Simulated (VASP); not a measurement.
# TiCo3 (Pm-3m) in VASP: single point with r2SCAN

Aim: the single point of TiCo3 with r2SCAN.

Everything below comes from runs of VASP 6.6.1. Logs are shortened: lines on timing, memory, paths and dates and some standing lists are left out, and cuts for length are marked.

## 1. The cell of the first run

It takes space group Pm-3m (No. 221, cubic). The conventional cell has a = 3.408 Å, b = 3.408 Å, c = 3.408 Å, α = 90.00°, β = 90.00°, γ = 90.00°. Ti (site symmetry m-3m) has 12 Co at 2.41 Å within 3.2 Å. Co (site symmetry 4/mmm) has 4 Ti at 2.41 Å and 8 Co at 2.41 Å within 3.2 Å.

## 2. Single point, r2SCAN, collinear spin, ferrimagnetic start (strain -0.050 along x and y, -0.050 along z)

File POSCAR:

```
TiCo3
1.0
    3.4078416968      0.0000000000      0.0000000000
    0.0000000000      3.4078416968      0.0000000000
    0.0000000000      0.0000000000      3.4078416968
Ti Co
1 3
Direct
    0.0000000000      0.0000000000      0.0000000000
    0.0000000000      0.5000000000      0.5000000000
    0.5000000000      0.0000000000      0.5000000000
    0.5000000000      0.5000000000      0.0000000000
```

File INCAR.step1:

```
SYSTEM = TiCo3
PREC = Accurate
ENCUT = 520
ISMEAR = 0
SIGMA = 0.15
LREAL = .FALSE.
LASPH = .TRUE.
NELM = 150
ISPIN = 2
MAGMOM = -0.7 1.46 1.46 1.46
LMAXMIX = 4
NBANDS = 32
GGA = PE
ALGO = Normal
EDIFF = 1E-4
LWAVE = .TRUE.
LCHARG = .FALSE.
```

File INCAR.step2:

```
SYSTEM = TiCo3
PREC = Accurate
ENCUT = 520
EDIFF = 1E-6
ISMEAR = 0
SIGMA = 0.15
LREAL = .FALSE.
LASPH = .TRUE.
NELM = 150
ALGO = Normal
ISIF = 2
LWAVE = .FALSE.
LCHARG = .FALSE.
ISPIN = 2
MAGMOM = -0.7 1.46 1.46 1.46
LORBIT = 11
LMAXMIX = 4
METAGGA = R2SCAN
LMIXTAU = .TRUE.
NBANDS = 32
ISTART = 1
```

File KPOINTS:

```
Automatic mesh
0
G
  14 14 14
  0 0 0
```

Potentials or basis: VASP PAW PBE potentials, release 64 (Ti_sv, Co).

Launch:

```bash
$ cat potpaw_PBE.64/Ti_sv/POTCAR potpaw_PBE.64/Co/POTCAR > POTCAR
$ cp INCAR.step1 INCAR
$ mpirun -np 1 vasp_std > vasp.out
$ cp INCAR.step2 INCAR
$ mpirun -np 1 vasp_std > vasp.out
```

OUTCAR:

```text
SYSTEM = TiCo3
   PREC = Accurate
   ENCUT = 520
   EDIFF = 1E-6
   ISMEAR = 0
   LREAL = .FALSE.
   LASPH = .TRUE.
   NELM = 150
   ISIF = 2
   ISPIN = 2
   LORBIT = 11
   METAGGA = R2SCAN
   ISTART = 1

 ion  position               nearest neighbor table
   1  0.000  0.000  0.000-   2 2.41   3 2.41   4 2.41   2 2.41   3 2.41   2 2.41   4 2.41   2 2.41
                             3 2.41   4 2.41   3 2.41   4 2.41
   2  0.000  0.500  0.500-   1 2.41   3 2.41   4 2.41   1 2.41   4 2.41   1 2.41   3 2.41   1 2.41
                             3 2.41   4 2.41   4 2.41   3 2.41
   3  0.500  0.000  0.500-   1 2.41   2 2.41   4 2.41   1 2.41   4 2.41   2 2.41   4 2.41   4 2.41
                             1 2.41   2 2.41   1 2.41   2 2.41
   4  0.500  0.500  0.000-   1 2.41   2 2.41   3 2.41   2 2.41   3 2.41   1 2.41   3 2.41   3 2.41
                             1 2.41   2 2.41   2 2.41   1 2.41

  LATTYP: Found a simple cubic cell.
 ALAT       =     3.4078416968

  Lattice vectors:

 A1 = (   3.4078416968,   0.0000000000,   0.0000000000)
 A2 = (   0.0000000000,   3.4078416968,   0.0000000000)
 A3 = (   0.0000000000,   0.0000000000,   3.4078416968)

Analysis of symmetry for initial positions (statically):
=====================================================================
 Subroutine PRICEL returns:
 Original cell was already a primitive cell.

 Routine SETGRP: Setting up the symmetry group for a
 simple cubic supercell.

 Subroutine GETGRP returns: Found 48 space group operations
 (whereof 48 operations were pure point group operations)
 out of a pool of 48 trial point group operations.

The static configuration has the point symmetry O_h .

Analysis of symmetry for dynamics (positions and initial velocities):
=====================================================================
 Subroutine PRICEL returns:
 Original cell was already a primitive cell.

 Routine SETGRP: Setting up the symmetry group for a
 simple cubic supercell.

 Subroutine GETGRP returns: Found 48 space group operations
 (whereof 48 operations were pure point group operations)
 out of a pool of 48 trial point group operations.

The dynamic configuration has the point symmetry O_h .

Analysis of structural, dynamic, and magnetic symmetry:
=====================================================================
 Subroutine PRICEL returns:
 Original cell was already a primitive cell.

 Routine SETGRP: Setting up the symmetry group for a
 simple cubic supercell.

 Subroutine GETGRP returns: Found 48 space group operations
 (whereof 48 operations were pure point group operations)
 out of a pool of 48 trial point group operations.

The overall configuration has the point symmetry O_h .

 Subroutine INISYM returns: Found 48 space group operations
 (whereof 48 operations are pure point group operations),
 and found     1 'primitive' translations

----------------------------------------------------------------------------------------

                                     Primitive cell

  volume of cell :      39.5766

  direct lattice vectors                    reciprocal lattice vectors
     3.407841697  0.000000000  0.000000000     0.293440861  0.000000000  0.000000000
     0.000000000  3.407841697  0.000000000     0.000000000  0.293440861  0.000000000
     0.000000000  0.000000000  3.407841697     0.000000000  0.000000000  0.293440861

  length of vectors
     3.407841697  3.407841697  3.407841697     0.293440861  0.293440861  0.293440861

  position of ions in fractional coordinates (direct lattice)
     0.000000000  0.000000000  0.000000000
     0.000000000  0.500000000  0.500000000
     0.500000000  0.000000000  0.500000000
     0.500000000  0.500000000  0.000000000

  ion indices of the primitive-cell ions
   primitive index   ion index
                 1           1
                 2           2
                 3           3
                 4           4

----------------------------------------------------------------------------------------

 KPOINTS: Automatic mesh

Automatic generation of k-mesh.
 Grid dimensions read from file:
[... 22 lines left out ...]
  0.000000  0.000000  0.000000      1.000000
  0.071429  0.000000  0.000000      6.000000
  0.142857  0.000000  0.000000      6.000000
  0.214286  0.000000  0.000000      6.000000
  0.285714  0.000000  0.000000      6.000000
  0.357143  0.000000  0.000000      6.000000
[... 16 lines left out ...]
  0.285714  0.214286  0.000000     24.000000
  0.357143  0.214286  0.000000     24.000000
 [... further k-points ...]
   k-points           NKPTS =    120   k-points in BZ     NKDIM =    120   number of bands    NBANDS=     32
   number of dos      NEDOS =    301   number of ions     NIONS =      4
   total plane-waves  NPLWV =  21952
   dimension x,y,z NGX =    28 NGY =   28 NGZ =   28
   dimension x,y,z NGXF=    56 NGYF=   56 NGZF=   56
   ions per type =               1   3
   NGX,Y,Z   is equivalent  to a cutoff of  13.66, 13.66, 13.66 a.u.
   NGXF,Y,Z  is equivalent  to a cutoff of  27.32, 27.32, 27.32 a.u.
 SYSTEM =  TiCo3
   PREC   = accura    normal or accurate (medium, high low for compatibility)
   ISTART =      1    job   : 0-new  1-cont  2-samecut
   ICHARG =      0    charge: 1-file 2-atom 10-const
   ISPIN  =      2    spin polarized calculation?
   LNONCOLLINEAR =      F non collinear calculations
   LSORBIT =      F    spin-orbit coupling
   LASPH  =      T    aspherical Exc in radial PAW
   ENCUT  =  520.0 eV  38.22 Ry    6.18 a.u.   6.34  6.34  6.34*2*pi/ulx,y,z
   NELM   =    150;   NELMIN=  2; NELMDL=  0     # of ELM steps
   EDIFF  = 0.1E-05   stopping-criterion for ELM
   LREAL  =      F    real-space projection
   EDIFFG = 0.1E-04   stopping-criterion for IOM
   NSW    =      0    number of steps for IOM
   IBRION =     -1    ionic relax: 0-MD 1-quasi-New 2-CG
   NFREE  =      0    steps in history (QN), initial steepest desc. (CG)
   ISIF   =      2    stress and relaxation
   ISYM   =      2    0-nonsym 1-usesym 2-fastsym
   POTIM  = 0.5000    time-step for ionic-motion
   TEBEG  =    0.0;   TEEND  =   0.0 temperature during run
   PSTRESS=    0.0 pullay stress
   NELECT =      39.0000    total number of electrons
   NUPDOWN=      -1.0000    fix difference up-down
   EMIN   =  10.00;   EMAX   =-10.00  energy-range for DOS
   EFERMI =   0.00;   METHOD = LEGACY
   ISMEAR =     0;   SIGMA  =   0.15  broadening in eV -4-tet -1-fermi 0-gaus
   EFERMI_NEDOS =   21; number of points for ismear=-14 and -15
   IALGO  =     38    algorithm
   IMIX   =      4    mixing-type and parameters
     AMIX     =   0.40;   BMIX     =  1.00
     AMIX_MAG =   1.60;   BMIX_MAG =  1.00
  volume/ion in A,a.u.               =       9.89        66.77
  Fermi-wavevector in a.u.,A,eV,Ry     =   1.629110  3.078571 36.109834  2.653998
  Thomas-Fermi vector in A             =   2.721630
   LORBIT       =     11    0 simple, 1 ext, 2 COOP (PROOUT), +10 PAW based schemes
   METAGGA = R2SCAN    functional components
   LHFCALC =     F    Hartree Fock is set to
   AEXX    =    0.0000 exact exchange contribution
   IVDW    =     0    specifies the selected vdW correction
   LEPSILON=     F    determine dielectric tensor
   LRPA    =     F    only Hartree local field effects (RPA)
 spin polarized calculation
 Gauss-broadening in eV      SIGMA  =   0.15
  energy-cutoff  :      520.00
  volume of cell :       39.58
 maximum number of plane-waves:      1084
 NGX is ok and might be reduce to    28
   NGX = 13   NGY = 13   NGZ = 13

 number of electron      39.0000037 magnetization       0.0074139

 number of electron      39.0000037 magnetization      -0.0322424

 Free energy of the ion-electron system (eV)
  ---------------------------------------------------
  ext. energy  EPLUGINS =         0.00000000
  ---------------------------------------------------
  free energy    TOTEN  =       -52.44726180 eV

  energy without entropy =      -52.40943811  energy(sigma->0) =      -52.42834995

 E-fermi :  12.2917     XC(G=0): -15.3916

 val. band max:       12.2868521858   @ k =   0.3571   0.2143   0.0714
 cond. band min:      12.2968210214   @ k =   0.3571   0.2857   0.0000
 fundamental gap:      0.0099688356
 Fermi energy:        12.2917337256

 spin component 1

 k-point     1 :       0.0000    0.0000    0.0000
  band No.  band energies     occupation
      1     -46.1817      1.00000
      2     -21.4424      1.00000
      3     -21.4424      1.00000
      4     -21.4424      1.00000
      5       3.2415      1.00000
      6       6.9120      1.00000
[... 805 lines left out ...]
     30      25.9097      0.00000
     31      26.6603      0.00000

 [... further k-points ...]

 spin component 2

 k-point     1 :       0.0000    0.0000    0.0000
  band No.  band energies     occupation
      1     -46.1758      1.00000
      2     -21.4367      1.00000
      3     -21.4367      1.00000
      4     -21.4367      1.00000
      5       3.2444      1.00000
      6       6.9007      1.00000
[... 805 lines left out ...]
     30      25.9032      0.00000
     31      26.6582      0.00000

 [... further k-points ...]

 [bands above 31 left out]

------------------------ aborting loop because EDIFF is reached ----------------------------------------

  FORCE on cell =-STRESS in cart. coord.  units (eV):
  Direction    XX          YY          ZZ          XY          YZ          ZX
  --------------------------------------------------------------------------------------
  -------------------------------------------------------------------------------------
  Total        8.7233856      8.7233856      8.7233856     -0.0000000     -0.0000000      0.0000000
  in kB      353.1485415    353.1485415    353.1485415     -0.0000000     -0.0000000      0.0000000
  external PRESSURE =     353.1485415 kB  Pullay stress =       0.0000000 kB

 VOLUME and BASIS-vectors are now :
 -----------------------------------------------------------------------------
  energy-cutoff  :      520.00
  volume of cell :       39.58
      direct lattice vectors                 reciprocal lattice vectors
     3.407841697  0.000000000  0.000000000     0.293440861  0.000000000  0.000000000
     0.000000000  3.407841697  0.000000000     0.000000000  0.293440861  0.000000000
     0.000000000  0.000000000  3.407841697     0.000000000  0.000000000  0.293440861

 POSITION                                       TOTAL-FORCE (eV/Angst)
 -----------------------------------------------------------------------------------
      0.00000      0.00000      0.00000         0.000000      0.000000      0.000000
      0.00000      1.70392      1.70392         0.000000      0.000000      0.000000
      1.70392      0.00000      1.70392         0.000000      0.000000      0.000000
      1.70392      1.70392      0.00000         0.000000      0.000000      0.000000
 -----------------------------------------------------------------------------------
    total drift:                                0.000000      0.000000      0.000000

  FREE ENERGIE OF THE ION-ELECTRON SYSTEM (eV)
  ---------------------------------------------------
  free  energy   TOTEN  =       -52.4472617988 eV

  energy  without entropy=      -52.4094381065  energy(sigma->0) =      -52.42834995

 total charge

# of ion       s       p       d       tot
------------------------------------------
    1        2.303   6.263   2.082  10.648
    2        0.605   0.675   7.447   8.727
    3        0.605   0.675   7.447   8.727
    4        0.605   0.675   7.447   8.727
--------------------------------------------------
tot          4.118   8.289  24.422  36.828

 magnetization (x)

# of ion       s       p       d       tot
------------------------------------------
    1        0.000   0.000   0.005   0.005
    2       -0.000   0.000  -0.013  -0.013
    3       -0.000   0.000  -0.013  -0.013
    4       -0.000   0.000  -0.013  -0.013
--------------------------------------------------
tot          0.000   0.001  -0.035  -0.034
```

Run time: 37 min. Hardware: 1 thread of Intel Xeon Platinum 8259CL at 2.50GHz (Skylake/Cascade Lake), shared host; peak memory 0.35 GiB.

What came out:

* Free energy: -52.4473 eV
* Pressure: 35.3 GPa
* Net moment: -0.03 μB per cell
* Valence electrons inside the program's atomic spheres: Ti 10.65; Co 8.73

Caveat: the cell differs from its parent crystal (strain -0.050 along x and y, -0.050 along z); the cell stands under pressure; the moments typed at the start vanished in this run; the PAW data sets were made with another functional, which shifts forces and pressure a little.
